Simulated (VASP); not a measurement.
# GdO (F-43m) in VASP: a series of runs, part 2 of 2

VASP 6.6.1.

## Step 4: Single point, r2SCAN, collinear spin, ferromagnetic start

This run uses another cell than the first one, of 20.86 Å³/atom.

POSCAR reads:

```
GdO
1.0
    0.0000000000      2.7529546205      2.7529546205
    2.7529546205      0.0000000000      2.7529546205
    2.7529546205      2.7529546205      0.0000000000
Gd O
1 1
Direct
    0.0000000000      0.0000000000      0.0000000000
    0.2500000000      0.2500000000      0.2500000000
```

INCAR.step1 reads:

```
PREC = Accurate
ENCUT = 520
ISMEAR = -1
SIGMA = 0.05
LREAL = False
LASPH = True
NELM = 150
ISPIN = 2
MAGMOM = 7 0
LMAXMIX = 6
NBANDS = 23
GGA = PE
ALGO = Normal
EDIFF = 1E-4
LWAVE = True
LCHARG = False
```

INCAR.step2 reads:

```
PREC = Accurate
ENCUT = 520
EDIFF = 1E-7
ISMEAR = -1
SIGMA = 0.05
LREAL = False
LASPH = True
NELM = 150
ALGO = Normal
ISIF = 2
LWAVE = False
LCHARG = False
ISPIN = 2
MAGMOM = 7 0
LORBIT = 11
LMAXMIX = 6
METAGGA = R2SCAN
LMIXTAU = True
NBANDS = 23
ISTART = 1
```

KPOINTS reads:

```
Automatic mesh
0
Gamma
  9 9 9
```

Potentials or basis: VASP PAW PBE potentials, release 64 (Gd, O).

Launch:

```sh
> cat potpaw_PBE.64/Gd/POTCAR potpaw_PBE.64/O/POTCAR > POTCAR
> cp INCAR.step1 INCAR
> mpirun -np 1 vasp_std > vasp.out
> cp INCAR.step2 INCAR
> mpirun -np 1 vasp_std > vasp.out
```

OUTCAR:

```text
PREC = Accurate
   ENCUT = 520
   EDIFF = 1E-7
   ISMEAR = -1
   LREAL = False
   LASPH = True
   NELM = 150
   ISIF = 2
   ISPIN = 2
   LORBIT = 11
   METAGGA = R2SCAN
   ISTART = 1

 ion  position               nearest neighbor table
   1  0.000  0.000  0.000-   2 2.38   2 2.38   2 2.38   2 2.38
   2  0.250  0.250  0.250-   1 2.38   1 2.38   1 2.38   1 2.38

  LATTYP: Found a face centered cubic cell.
 ALAT       =     5.5059092410

  Lattice vectors:

 A1 = (   0.0000000000,   2.7529546205,   2.7529546205)
 A2 = (   2.7529546205,   0.0000000000,   2.7529546205)
 A3 = (   2.7529546205,   2.7529546205,   0.0000000000)

Analysis of symmetry for initial positions (statically):
=====================================================================
 Subroutine PRICEL returns:
 Original cell was already a primitive cell.

 Routine SETGRP: Setting up the symmetry group for a
 face centered cubic supercell.

 Subroutine GETGRP returns: Found 24 space group operations
 (whereof 24 operations were pure point group operations)
 out of a pool of 48 trial point group operations.

The static configuration has the point symmetry T_d .

Analysis of symmetry for dynamics (positions and initial velocities):
=====================================================================
 Subroutine PRICEL returns:
 Original cell was already a primitive cell.

 Routine SETGRP: Setting up the symmetry group for a
 face centered cubic supercell.

 Subroutine GETGRP returns: Found 24 space group operations
 (whereof 24 operations were pure point group operations)
 out of a pool of 48 trial point group operations.

The dynamic configuration has the point symmetry T_d .

Analysis of structural, dynamic, and magnetic symmetry:
=====================================================================
 Subroutine PRICEL returns:
 Original cell was already a primitive cell.

 Routine SETGRP: Setting up the symmetry group for a
 face centered cubic supercell.
[... 148 lines left out ...]
  ---------------------------------------------------
  free energy    TOTEN  =       -52.82060660 eV

  energy without entropy =      -52.81548523  energy(sigma->0) =      -52.81804592

 E-fermi :   3.5590     XC(G=0): -10.3720

 val. band max:        3.5577322411   @ k =   0.4444   0.0000   0.0000
 cond. band min:       3.7362352535   @ k =   0.2222   0.1111   0.0000
 fundamental gap:      0.1785030124
 Fermi energy:         3.5589925804

 spin component 1

 k-point     1 :       0.0000    0.0000    0.0000
  band No.  band energies     occupation
      1     -44.1223      1.00000
      2     -20.6247      1.00000
      3     -20.6246      1.00000
      4     -20.6246      1.00000
      5     -16.7329      1.00000
      6      -2.8055      1.00000
[... 613 lines left out ...]
     22      12.6987      0.00000
     23      13.9217      0.00000

 [... further k-points ...]

 spin component 2

 k-point     1 :       0.0000    0.0000    0.0000
  band No.  band energies     occupation
      1     -40.2426      1.00000
      2     -17.8719      1.00000
      3     -17.8719      1.00000
      4     -17.8719      1.00000
      5     -16.5974      1.00000
      6      -1.7985      1.00000
[... 613 lines left out ...]
     22      14.4206      0.00000
     23      15.1453      0.00000

 [... further k-points ...]

------------------------ aborting loop because EDIFF is reached ----------------------------------------

  FORCE on cell =-STRESS in cart. coord.  units (eV):
  Direction    XX          YY          ZZ          XY          YZ          ZX
  --------------------------------------------------------------------------------------
  -------------------------------------------------------------------------------------
  Total       -1.9555320     -1.9555320     -1.9555320      0.0000000      0.0000000     -0.0000000
  in kB      -75.0841642    -75.0841642    -75.0841642      0.0000000      0.0000000     -0.0000000
  external PRESSURE =     -75.0841642 kB  Pullay stress =       0.0000000 kB

 VOLUME and BASIS-vectors are now :
 -----------------------------------------------------------------------------
  energy-cutoff  :      520.00
  volume of cell :       41.73
      direct lattice vectors                 reciprocal lattice vectors
     0.000000000  2.752954621  2.752954621    -0.181623045  0.181623045  0.181623045
     2.752954621  0.000000000  2.752954621     0.181623045 -0.181623045  0.181623045
     2.752954621  2.752954621  0.000000000     0.181623045  0.181623045 -0.181623045

 POSITION                                       TOTAL-FORCE (eV/Angst)
 -----------------------------------------------------------------------------------
      0.00000      0.00000      0.00000        -0.000000     -0.000000     -0.000000
      1.37648      1.37648      1.37648         0.000000      0.000000      0.000000
 -----------------------------------------------------------------------------------
    total drift:                               -0.000000     -0.000000     -0.000000

  FREE ENERGIE OF THE ION-ELECTRON SYSTEM (eV)
  ---------------------------------------------------
  free  energy   TOTEN  =       -52.8206065992 eV

  energy  without entropy=      -52.8154852328  energy(sigma->0) =      -52.81804592

 total charge

# of ion       s       p       d       f       tot
--------------------------------------------------
    1        2.034   5.659   0.457   6.975  15.126
    2        1.568   3.440   0.000   0.000   5.008
--------------------------------------------------
tot          3.602   9.099   0.457   6.975  20.133

 magnetization (x)

# of ion       s       p       d       f       tot
--------------------------------------------------
    1        0.000  -0.108   0.197   6.890   6.980
    2        0.007   0.019   0.000   0.000   0.026
--------------------------------------------------
tot          0.007  -0.089   0.197   6.890   7.006
```

OSZICAR.step1:

```text
N       E                     dE             d eps       ncg     rms          rms(c)
DAV:   1     0.156313161130E+03    0.15631E+03   -0.86138E+03  4640   0.528E+03
DAV:   2     0.241264994995E+00   -0.15607E+03   -0.13498E+03  4597   0.458E+02
DAV:   3    -0.201553883817E+02   -0.20397E+02   -0.19951E+02  4835   0.119E+02
DAV:   4    -0.222232913514E+02   -0.20679E+01   -0.20509E+01  5907   0.269E+01
DAV:   5    -0.222872398316E+02   -0.63948E-01   -0.63896E-01  5082   0.600E+00    0.396E+01
DAV:   6    -0.257408683849E+02   -0.34536E+01   -0.21756E+01  5306   0.133E+02    0.847E+01
DAV:   7    -0.219854114711E+02    0.37555E+01   -0.50261E+00  5490   0.753E+01    0.313E+01
DAV:   8    -0.220589686904E+02   -0.73557E-01   -0.74734E-01  5910   0.196E+01    0.212E+01
DAV:   9    -0.220553691988E+02    0.35995E-02   -0.13678E-01  5569   0.123E+01    0.835E+00
DAV:  10    -0.220223542193E+02    0.33015E-01   -0.13733E+00  4409   0.473E+01    0.901E+00
DAV:  11    -0.220458773020E+02   -0.23523E-01   -0.10383E-01  5334   0.138E+01    0.730E+00
DAV:  12    -0.220237188687E+02    0.22158E-01   -0.74587E-02  4548   0.108E+01    0.404E+00
DAV:  13    -0.220114451283E+02    0.12274E-01   -0.60000E-02  4900   0.114E+01    0.104E+00
DAV:  14    -0.220136313828E+02   -0.21863E-02   -0.12276E-02  5619   0.253E+00    0.147E+00
DAV:  15    -0.220134531873E+02    0.17820E-03   -0.70083E-03  4913   0.416E+00    0.541E-01
DAV:  16    -0.220135446883E+02   -0.91501E-04   -0.81457E-04  4939   0.378E-01
   1 F= -.22013545E+02 E0= -.22004815E+02  d E =-.174603E-01  mag=     7.5426
```

Run time: 3.8 min. Hardware: 1 thread of Intel Xeon 6975P-C (Granite Rapids), shared host; peak memory 0.24 GiB.

What came out:

| Quantity | Value |
| --- | --- |
| Free energy | -52.8206 eV |
| Pressure | -7.5 GPa |
| Net moment | 7.93 μB per cell |
| Site moments | Gd +6.98; O +0.03 μB |
| Valence electrons inside the program's atomic spheres | Gd 15.13; O 5.01 |

Levels at points of the mesh, in eV from the Fermi level:
Spin up:
| k point | band 14 | band 15 | band 16 | band 17 | band 18 | band 19 |
| --- | --- | --- | --- | --- | --- | --- |
| (0.00, 0.00, 0.00) | -5.33 | -5.33 | -2.40 | 2.70 | 2.70 | 4.38 |
Spin down:
```
           k point  band 5  band 6  band 7  band 8  band 9  band 10  band 11  band 12
(0.00, 0.00, 0.00)  -20.16   -5.36   -5.36   -5.36   -0.83     1.07     1.07     1.07
```

Caveat: the cell stands under tension; the PAW data sets were made with another functional, which shifts forces and pressure a little; spin-orbit coupling is left out, which moves the levels of the heavy elements; a cell with one magnetic atom can't hold antiferromagnetic order, which such compounds often take; semilocal functionals describe open f shells poorly, which spoils levels, moments and volumes. With open d or f shells a metallic result of r2SCAN can be an artefact of self-interaction; +U or a hybrid may open a gap.

## Step 5: Relaxation of cell and atoms, PBEsol+D3(BJ), collinear spin, ferromagnetic start

This run uses another cell than the first one, of 19.68 Å³/atom.

INCAR reads:

```
SYSTEM = GdO
PREC = Accurate
ENCUT = 600
EDIFF = 1E-6
ISMEAR = -1
SIGMA = 0.05
LREAL = .FALSE.
LASPH = .TRUE.
NELM = 150
ALGO = Normal
ISIF = 3
LWAVE = .FALSE.
LCHARG = .FALSE.
ISPIN = 2
MAGMOM = 7 0
LORBIT = 11
LMAXMIX = 6
GGA = PS
IVDW = 12
IBRION = 2
NSW = 60
EDIFFG = -0.01
```

KPOINTS reads:

```
Automatic mesh
0
G
  9 9 9
  0 0 0
```

POSCAR reads:

```
GdO
1.0
    0.0000000000      2.7000000000      2.7000000000
    2.7000000000      0.0000000000      2.7000000000
    2.7000000000      2.7000000000      0.0000000000
Gd O
1 1
Direct
    0.0000000000      0.0000000000      0.0000000000
    0.2500000000      0.2500000000      0.2500000000
```

Launch:

```sh
> cat potpaw_PBE.64/Gd/POTCAR potpaw_PBE.64/O/POTCAR > POTCAR
> mpirun -np 1 vasp_std > vasp.out
```

It took 6.7 min on 1 thread of Intel Xeon 6975P-C (Granite Rapids), shared host; peak memory 0.27 GiB.

The run converged. Its results:

```yaml
Free_energy: -23.3548 eV
Relaxed_volume: 18.20 Å³/atom
Relaxed_cell: a = 3.720 Å, b = 3.720 Å, c = 3.720 Å, α = 60.00°, β = 60.00°, γ = 60.00°
Space_group_after_relaxing_to_0.1_Å: F-43m (No. 216)
Energy_gained_by_relaxing: 46.6 meV/atom
Ionic_steps: 13
Pressure_after_relaxing: 0.0 GPa
Net_moment: 6.04 μB per cell
Site_moments: Gd +6.43; O -0.05 μB
Valence_electrons_inside_the_program's_atomic_spheres: Gd 15.29; O 5.01
Dispersion_energy_per_atom: -0.305 eV
```

Step by step:
```tsv
step	energy change (eV)	largest force (eV/Å)	pressure (GPa)	volume (Å³)
1	0.0000	0.0000	-6.64	39.37
2	-0.0345	0.0000	5.69	34.90
3	-0.0931	0.0000	-0.44	36.57
4	-0.0933	0.0000	-0.92	36.45
5	-0.0875	0.0000	2.44	35.67
6	-0.0929	0.0000	0.63	36.23
7	-0.0932	0.0000	1.00	36.32
8	-0.0933	0.0000	0.64	36.38
9	-0.0924	0.0000	-1.03	36.74
10	-0.0933	0.0000	-0.09	36.47
11	-0.0933	0.0000	-0.17	36.46
12	-0.0933	0.0000	-0.24	36.42
13	-0.0933	0.0000	-0.03	36.40
```

Final structure:
```cif
data_structure
_symmetry_space_group_name_H-M 'P 1'
_symmetry_Int_Tables_number 1
_cell_length_a 3.7201
_cell_length_b 3.7201
_cell_length_c 3.7201
_cell_angle_alpha 60.000
_cell_angle_beta 60.000
_cell_angle_gamma 60.000
_cell_volume 36.40
loop_
_atom_site_label
_atom_site_type_symbol
_atom_site_fract_x
_atom_site_fract_y
_atom_site_fract_z
_atom_site_occupancy
Gd1 Gd 0.00000 0.00000 0.00000 1
O1 O 0.25000 0.25000 0.25000 1
```

Levels at points of the mesh, in eV from the Fermi level:
Spin up:
```csv
k point,band 12,band 13,band 14,band 15,band 16,band 17,band 18,band 19
"(0.00, 0.00, 0.00)",-3.87,-3.80,-3.80,-3.80,-0.93,3.13,3.13,5.60
```
Spin down:
| k point | band 5 | band 6 | band 7 | band 8 | band 9 | band 10 | band 11 | band 12 | band 13 | band 14 |
| --- | --- | --- | --- | --- | --- | --- | --- | --- | --- | --- |
| (0.00, 0.00, 0.00) | -19.61 | -5.96 | -5.96 | -5.96 | -2.30 | 0.95 | 0.95 | 0.95 | 1.26 | 1.26 |

Caveat: the PAW data sets were made with another functional, which shifts forces and pressure a little; spin-orbit coupling is left out, which moves the levels of the heavy elements; a cell with one magnetic atom can't hold antiferromagnetic order, which such compounds often take; semilocal functionals describe open f shells poorly, which spoils levels, moments and volumes. The state reached can hang on the start; a lower one may exist.

## Step 6: The runs side by side

```tsv
task	level	cell	cutoff (eV)	gap on the mesh (eV)	pressure (GPa)	moment (μB)
single point	r2SCAN	a = 3.844 Å, angles 60.0°, 2 atoms	520	none	-4.4	7.94
single point	r2SCAN	a = 3.869 Å, angles 60.0°, 2 atoms	520	none	-5.9	7.93
single point	r2SCAN	a = 3.893 Å, angles 60.0°, 2 atoms	520	none	-7.5	7.93
relaxation of cell and atoms	PBEsol+D3(BJ)	relaxed from a = 3.818 Å, angles 60.0°, 2 atoms	600	none	0.0	6.04
```

Alike in all rows: potentials or basis VASP PAW PBE potentials, release 64 (Gd, O); spin collinear, ferromagnetic start; k mesh 9 × 9 × 9; smearing fermi-dirac 0.05 eV.

Caveats: the PAW data sets were made with another functional, which shifts forces and pressure a little; spin-orbit coupling is left out, which moves the levels of the heavy elements; a cell with one magnetic atom can't hold antiferromagnetic order, which such compounds often take; semilocal functionals describe open f shells poorly, which spoils levels, moments and volumes; the cell stands under tension (at least some runs).

Total energies depend on the potentials used, so only differences within one code and one set of settings carry meaning.
